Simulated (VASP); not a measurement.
Write the native input for VASP 6.6.1 that does the following.

```yaml
Task: single point
Functional: PBE
Potentials_or_basis: VASP PAW PBE potentials, release 64 (Ir, F)
Cutoff: 520 eV
k_mesh: 6 × 6 × 6
Occupations: gaussian, width 0.1 eV
Spin: collinear spin, ferromagnetic start
Starting_moments: "[1.0, 0.0] μB"
Dipole_correction: no
Further_INCAR_settings: ALGO = Normal; EDIFF = 1e-06; NBANDS = 19
```

The structure of IrF lies in POSCAR:

```
IrF
1.0
    2.6048127900      0.0000000000      0.0000000000
    0.0000000000      2.6048127900      0.0000000000
    0.0000000000      0.0000000000      3.2117972500
Ir F
1 1
Direct
    0.5000000000      0.5000000000      0.5000000000
    0.0000000000      0.0000000000      0.0000000000
```

The input as run:

INCAR

```
SYSTEM = IrF
  ALGO = Normal
  EDIFF = 1E-6
  ENCUT = 520
  GGA = PE
  ISIF = 2
  ISMEAR = 0
  ISPIN = 2
  LASPH = .TRUE.
  LCHARG = .FALSE.
  LMAXMIX = 4
  LORBIT = 11
  LREAL = .FALSE.
  LWAVE = .FALSE.
  MAGMOM = 1 0
  NBANDS = 19
  NELM = 150
  PREC = Accurate
  SIGMA = 0.1
```

KPOINTS

```
k-points
0
G
  6 6 6
  0 0 0
```

Potentials or basis: VASP PAW PBE potentials, release 64 (Ir, F).

Command:

```console
$ cat potpaw_PBE.64/Ir/POTCAR potpaw_PBE.64/F/POTCAR > POTCAR
$ mpirun -np 1 vasp_std > vasp.out
```

It gave:

| Item | Value |
| --- | --- |
| Pressure | 38.2 GPa |
| Net moment | 0.81 μB per cell |
| Site moments | Ir +0.72; F +0.08 μB |
| Valence electrons inside the program's atomic spheres | Ir 8.02; F 6.03 |

Caveat: the k points lie up to 0.40 Å⁻¹ apart.

It took 27 s on 1 thread of Intel Xeon 8259CL (shared host), peak memory 0.15 GiB.
